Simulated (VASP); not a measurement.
# BP (WC type) (P-6m2) in VASP: a series of runs

Runs on BP (WC type). Level: PBE. Tasks: single point.

All numbers are computed with VASP 6.6.1; they aren't measurements. Logs are shortened: lines on timing, memory, paths and dates and some standing lists are left out, and cuts for length are marked.

## (1) The cell of the first run

Symmetry: P-6m2, No. 187, hexagonal system. The conventional cell has a = 3.010 Å, b = 3.010 Å, c = 2.662 Å, α = 90.00°, β = 90.00°, γ = 120.00°. B (site symmetry -6m2) has 6 P at 2.19 Å and 2 B at 2.66 Å within 2.9 Å. Within 2.9 Å of P (site symmetry -6m2) lie 6 B at 2.19 Å and 2 P at 2.66 Å.

## (2) Single point, PBE

Input file INCAR:

```
SYSTEM = BP
PREC     = Accurate       ! precision mode
ENCUT    = 520            ! plane-wave cutoff, eV
EDIFF    = 1E-7           ! SCF threshold, eV
ISMEAR   = -1             ! smearing method
SIGMA    = 0.08           ! smearing width, eV
LREAL    = .False.        ! projectors in reciprocal space
LASPH    = .True.         ! aspherical terms in the spheres
NELM     = 80             ! most SCF steps
ALGO     = Normal         ! electronic algorithm
ISIF     = 2              ! what is computed and relaxed
LWAVE    = .False.        ! write WAVECAR
LCHARG   = .False.        ! write CHGCAR
GGA      = PE             ! functional
NBANDS   = 11             ! bands
```

Input file KPOINTS:

```
Automatic mesh
0
Gamma
  13 13 11
  0 0 0
```

Input file POSCAR:

```
BP
1.0
    3.0095726219      0.0000000000      0.0000000000
   -1.5047863109      2.6063663451      0.0000000000
    0.0000000000      0.0000000000      2.6617970824
B P
1 1
Direct
    0.0000000000      0.0000000000      0.0000000000
    0.3333333333      0.6666666667      0.5000000000
```

Potentials or basis: VASP PAW PBE potentials, release 64 (B, P).

Started as:

```sh
$ cat potpaw_PBE.64/B/POTCAR potpaw_PBE.64/P/POTCAR > POTCAR
$ mpirun -np 1 vasp_std > vasp.out
```

OUTCAR:

```text
SYSTEM = BP
   PREC = Accurate
   ENCUT = 520
   EDIFF = 1E-7
   ISMEAR = -1
   LREAL = .False.
   LASPH = .True.
   NELM = 80
   ISIF = 2
   GGA = PE

 ion  position               nearest neighbor table
   1  0.000  0.000  0.000-   2 2.19   2 2.19   2 2.19   2 2.19   2 2.19   2 2.19
   2  0.333  0.667  0.500-   1 2.19   1 2.19   1 2.19   1 2.19   1 2.19   1 2.19

  LATTYP: Found a hexagonal cell.
 ALAT       =     3.0095726219
 C/A-ratio  =     0.8844435462

  Lattice vectors:

 A1 = (   3.0095726219,   0.0000000000,   0.0000000000)
 A2 = (  -1.5047863109,   2.6063663451,   0.0000000000)
 A3 = (   0.0000000000,   0.0000000000,   2.6617970824)

Analysis of symmetry for initial positions (statically):
=====================================================================
 Subroutine PRICEL returns:
 Original cell was already a primitive cell.

 Routine SETGRP: Setting up the symmetry group for a
 hexagonal supercell.

 Subroutine GETGRP returns: Found 12 space group operations
 (whereof 12 operations were pure point group operations)
 out of a pool of 24 trial point group operations.

The static configuration has the point symmetry D_3h.

Analysis of symmetry for dynamics (positions and initial velocities):
=====================================================================
 Subroutine PRICEL returns:
 Original cell was already a primitive cell.

 Routine SETGRP: Setting up the symmetry group for a
 hexagonal supercell.

 Subroutine GETGRP returns: Found 12 space group operations
 (whereof 12 operations were pure point group operations)
 out of a pool of 24 trial point group operations.

The dynamic configuration has the point symmetry D_3h.

 Subroutine INISYM returns: Found 12 space group operations
 (whereof 12 operations are pure point group operations),
 and found     1 'primitive' translations

----------------------------------------------------------------------------------------

                                     Primitive cell

  volume of cell :      20.8793

  direct lattice vectors                    reciprocal lattice vectors
     3.009572622  0.000000000  0.000000000     0.332273092  0.191837959  0.000000000
    -1.504786311  2.606366345  0.000000000     0.000000000  0.383675918  0.000000000
     0.000000000  0.000000000  2.661797082     0.000000000  0.000000000  0.375686038

  length of vectors
     3.009572622  3.009572622  2.661797082     0.383675918  0.383675918  0.375686038

[... 82 lines left out ...]
   EDIFFG = 0.1E-05   stopping-criterion for IOM
   NSW    =      0    number of steps for IOM
   IBRION =     -1    ionic relax: 0-MD 1-quasi-New 2-CG
   NFREE  =      0    steps in history (QN), initial steepest desc. (CG)
   ISIF   =      2    stress and relaxation
   ISYM   =      2    0-nonsym 1-usesym 2-fastsym
   POTIM  = 0.5000    time-step for ionic-motion
   TEBEG  =    0.0;   TEEND  =   0.0 temperature during run
   PSTRESS=    0.0 pullay stress
   NELECT =       8.0000    total number of electrons
   NUPDOWN=      -1.0000    fix difference up-down
   EMIN   =  10.00;   EMAX   =-10.00  energy-range for DOS
   EFERMI =   0.00;   METHOD = LEGACY
   ISMEAR =    -1;   SIGMA  =   0.08  broadening in eV -4-tet -1-fermi 0-gaus
   EFERMI_NEDOS =   21; number of points for ismear=-14 and -15
   IALGO  =     38    algorithm
   IMIX   =      4    mixing-type and parameters
     AMIX     =   0.40;   BMIX     =  1.00
     AMIX_MAG =   1.60;   BMIX_MAG =  1.00
  volume/ion in A,a.u.               =      10.44        70.45
  Fermi-wavevector in a.u.,A,eV,Ry     =   1.189049  2.246977 19.236427  1.413838
  Thomas-Fermi vector in A             =   2.325165
   LORBIT       =      0    0 simple, 1 ext, 2 COOP (PROOUT), +10 PAW based schemes
   GGA     = PE    functional components
   LHFCALC =     F    Hartree Fock is set to
   AEXX    =    0.0000 exact exchange contribution
   IVDW    =     0    specifies the selected vdW correction
   LEPSILON=     F    determine dielectric tensor
   LRPA    =     F    only Hartree local field effects (RPA)
 non-spin polarized calculation
  energy-cutoff  :      520.00
  volume of cell :       20.88
 maximum number of plane-waves:       575
 NGX is ok and might be reduce to    24
   NGX = 11   NGY = 11   NGZ =  9

 number of electron       8.0000001 magnetization

 Free energy of the ion-electron system (eV)
  ---------------------------------------------------
  ext. energy  EPLUGINS =         0.00000000
  ---------------------------------------------------
  free energy    TOTEN  =       -10.33771687 eV

  energy without entropy =      -10.32175965  energy(sigma->0) =      -10.32973826

 E-fermi :   9.2225     XC(G=0): -11.7566

 val. band max:        9.1997688093   @ k =   0.2308   0.1538   0.3636
 cond. band min:       9.2289956733   @ k =   0.3077   0.0769   0.4545
 fundamental gap:      0.0292268640
 Fermi energy:         9.2225477683

 k-point     1 :       0.0000    0.0000    0.0000
  band No.  band energies     occupation
      1      -7.4753      2.00000
      2       8.5201      1.99969
      3       8.5201      1.99969
      4       8.7951      1.99049
      5      13.3409      0.00000
      6      13.3409      0.00000
      7      13.6121      0.00000
      8      14.2697      0.00000
      9      20.9384      0.00000
     10      21.9175      0.00000
     11      26.8296      0.00000
[... 309 lines left out ...]
 k-point    24 :       0.1538   -0.0000    0.0909
  band No.  band energies     occupation
      1      -6.8727      2.00000
      2       5.9767      2.00000
      3       7.7113      2.00000
      4       7.8396      2.00000
      5      12.5281      0.00000
      6      15.0849      0.00000
      7      15.5219      0.00000
      8      16.8994      0.00000
      9      19.4818      0.00000
     10      22.7893      0.00000
     11      24.1364      0.00000

 [... further k-points ...]
[... 5 lines left out ...]
  --------------------------------------------------------------------------------------
  -------------------------------------------------------------------------------------
  Total       -0.0304181     -0.0304181     -0.0332292     -0.0000000      0.0000000      0.0000000
  in kB       -2.3341448     -2.3341448     -2.5498545     -0.0000000      0.0000000      0.0000000
  external PRESSURE =      -2.4060481 kB  Pullay stress =       0.0000000 kB

 VOLUME and BASIS-vectors are now :
 -----------------------------------------------------------------------------
  energy-cutoff  :      520.00
  volume of cell :       20.88
      direct lattice vectors                 reciprocal lattice vectors
     3.009572622  0.000000000  0.000000000     0.332273092  0.191837959  0.000000000
    -1.504786311  2.606366345  0.000000000     0.000000000  0.383675918  0.000000000
     0.000000000  0.000000000  2.661797082     0.000000000  0.000000000  0.375686038

 POSITION                                       TOTAL-FORCE (eV/Angst)
 -----------------------------------------------------------------------------------
      0.00000      0.00000      0.00000        -0.000000     -0.000000      0.000000
     -0.00000      1.73758      1.33090         0.000000      0.000000      0.000000
 -----------------------------------------------------------------------------------
    total drift:                                0.000000     -0.000000     -0.000000

  FREE ENERGIE OF THE ION-ELECTRON SYSTEM (eV)
  ---------------------------------------------------
  free  energy   TOTEN  =       -10.3377168717 eV

  energy  without entropy=      -10.3217596482  energy(sigma->0) =      -10.32973826
```

OSZICAR:

```text
N       E                     dE             d eps       ncg     rms          rms(c)
DAV:   1     0.932120421061E+01    0.93212E+01   -0.40457E+03  2788   0.666E+02
DAV:   2    -0.100095279094E+02   -0.19331E+02   -0.18485E+02  3588   0.106E+02
DAV:   3    -0.105362074684E+02   -0.52668E+00   -0.52128E+00  3643   0.145E+01
DAV:   4    -0.105379905355E+02   -0.17831E-02   -0.17826E-02  3156   0.926E-01
DAV:   5    -0.105379972817E+02   -0.67462E-05   -0.67471E-05  3506   0.582E-02    0.619E+00
DAV:   6    -0.103511200351E+02    0.18688E+00   -0.57647E-01  3217   0.296E+00    0.341E+00
DAV:   7    -0.103392859348E+02    0.11834E-01   -0.63523E-02  3558   0.130E+00    0.126E+00
DAV:   8    -0.103376644898E+02    0.16214E-02   -0.53235E-03  3157   0.409E-01    0.105E-01
DAV:   9    -0.103377025671E+02   -0.38077E-04   -0.32815E-04  3338   0.109E-01    0.402E-02
DAV:  10    -0.103377165480E+02   -0.13981E-04   -0.25562E-05  3195   0.350E-02    0.117E-02
DAV:  11    -0.103377167529E+02   -0.20496E-06   -0.13549E-06  3612   0.634E-03    0.317E-03
DAV:  12    -0.103377168806E+02   -0.12767E-06   -0.19800E-07  2965   0.277E-03    0.659E-04
DAV:  13    -0.103377168717E+02    0.88700E-08   -0.64638E-09  1677   0.554E-04
   1 F= -.10337717E+02 E0= -.10329738E+02  d E =-.159572E-01
```

stdout:

```text
POSCAR found type information on POSCAR B P
 POSCAR found :  2 types and       2 ions
 scaLAPACK will be used
 LDA part: xc-table for (Slater+PW92), standard interpolation
 POSCAR, INCAR and KPOINTS ok, starting setup
 FFT: planning ... GRIDC
 FFT: planning ... GRID_SOFT
 FFT: planning ... GRID
 WAVECAR not read
 entering main loop
```

Wall time 50 s (1 thread of AMD EPYC 7R13, shared host); peak memory 0.12 GiB.

Results:

| Item | Value |
| --- | --- |
| Free energy | -10.3377 eV |
| Pressure | -0.2 GPa |
| Band gap on the k mesh | zero (band 4 reaches 12.79 eV, above the bottom of band 5 at 5.67 eV) |

## (3) Single point, PBE (volume scaled by 1.02)

Input file INCAR:

```
SYSTEM = BP
ALGO     = Normal         ! electronic algorithm
EDIFF    = 1E-7           ! SCF threshold, eV
ENCUT    = 520            ! plane-wave cutoff, eV
GGA      = PE             ! functional
ISIF     = 2              ! what is computed and relaxed
ISMEAR   = -1             ! smearing method
LASPH    = .True.         ! aspherical terms in the spheres
LCHARG   = .False.        ! write CHGCAR
LREAL    = .False.        ! projectors in reciprocal space
LWAVE    = .False.        ! write WAVECAR
NBANDS   = 11             ! bands
NELM     = 100            ! most SCF steps
PREC     = Accurate       ! precision mode
SIGMA    = 0.08           ! smearing width, eV
```

Input file KPOINTS:

```
k-points
0
Gamma
  13 13 11
  0 0 0
```

Input file POSCAR:

```
BP
1.0
    3.0295041473      0.0000000000      0.0000000000
   -1.5147520736      2.6236275524      0.0000000000
    0.0000000000      0.0000000000      2.6794253914
B P
1 1
Direct
    0.0000000000      0.0000000000      0.0000000000
    0.3333333333      0.6666666667      0.5000000000
```

Potentials or basis: VASP PAW PBE potentials, release 64 (B, P).

Started as:

```sh
$ cat potpaw_PBE.64/B/POTCAR potpaw_PBE.64/P/POTCAR > POTCAR
$ mpirun -np 1 vasp_std > vasp.out
```

It took 49 s on 1 thread of AMD EPYC 7R13, shared host; peak memory 0.12 GiB.

It converged, with:

- Free energy: -10.3336 eV
- Pressure: -3.0 GPa
- Band gap on the k mesh: zero (band 4 reaches 12.49 eV, above the bottom of band 5 at 5.50 eV)

Stress tensor (GPa, compression positive):
```
-2.94  0.00  0.00
 0.00 -2.94  0.00
 0.00  0.00 -3.13
```

Levels at points of the mesh, in eV from the Fermi level:
```
           k point  band 1  band 2  band 3  band 4  band 5  band 6  band 7  band 8  band 9
(0.00, 0.00, 0.00)  -16.50   -0.69   -0.69   -0.42    4.09    4.09    4.14    5.08   11.65
```
